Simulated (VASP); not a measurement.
Write the native input for VASP 6.6.1 that does the following.

```
Task                   : relaxation of cell and atoms
Functional             : PBE
Potentials or basis    : VASP PAW PBE potentials, release 64 (K_sv, W_sv)
Cutoff                 : 600 eV
k mesh                 : 10 × 10 × 10
Occupations            : gaussian, width 0.1 eV
Spin                   : no spin polarisation
Dipole correction      : no
Further INCAR settings : ALGO = Normal; EDIFF = 1e-07; IBRION = 2; EDIFFG = -0.01; NSW = 100; ISIF = 3
```

The structure of K3W lies in POSCAR:

```
K3W
1.0
    0.0000000000      4.0271676700      4.0271676700
    4.0271676700      0.0000000000      4.0271676700
    4.0271676700      4.0271676700      0.0000000000
K W
3 1
Direct
    0.7500000000      0.7500000000      0.7500000000
    0.5000000000      0.5000000000      0.5000000000
    0.2500000000      0.2500000000      0.2500000000
    0.0000000000      0.0000000000      0.0000000000
```

These files were run (other wordings do the same):

INCAR

```
SYSTEM = K3W
  ALGO = Normal
  EDIFF = 1E-7
  EDIFFG = -0.01
  ENCUT = 600
  GGA = PE
  IBRION = 2
  ISIF = 3
  ISMEAR = 0
  LASPH = .TRUE.
  LCHARG = .FALSE.
  LREAL = .FALSE.
  LWAVE = .FALSE.
  NELM = 100
  NSW = 100
  PREC = Accurate
  SIGMA = 0.1
```

KPOINTS

```
k-points
0
G
  10 10 10
  0 0 0
```

Potentials or basis: VASP PAW PBE potentials, release 64 (K_sv, W_sv).

Run with:

```console
$ cat potpaw_PBE.64/K_sv/POTCAR potpaw_PBE.64/W_sv/POTCAR > POTCAR
$ mpirun -np 1 vasp_std > vasp.out
```

Results of the run:

```
Relaxed volume                         : 40.04 Å³/atom
Relaxed cell                           : a = 6.096 Å, b = 6.096 Å, c = 6.096 Å, α = 60.00°, β = 60.00°, γ = 60.00°
Space group after relaxing (to 0.05 Å) : Fm-3m (No. 225)
Energy gained by relaxing              : 63.8 meV/atom
Ionic steps                            : 4
Pressure after relaxing                : 0.0 GPa
```

Caveat: the volume moved by over 15 % at a fixed basis, so the end points are rough.

It took 7 min on 1 thread of Intel(R) Xeon(R) 6975P-C (Granite Rapids), with other jobs on the host, peak memory 0.45 GiB.
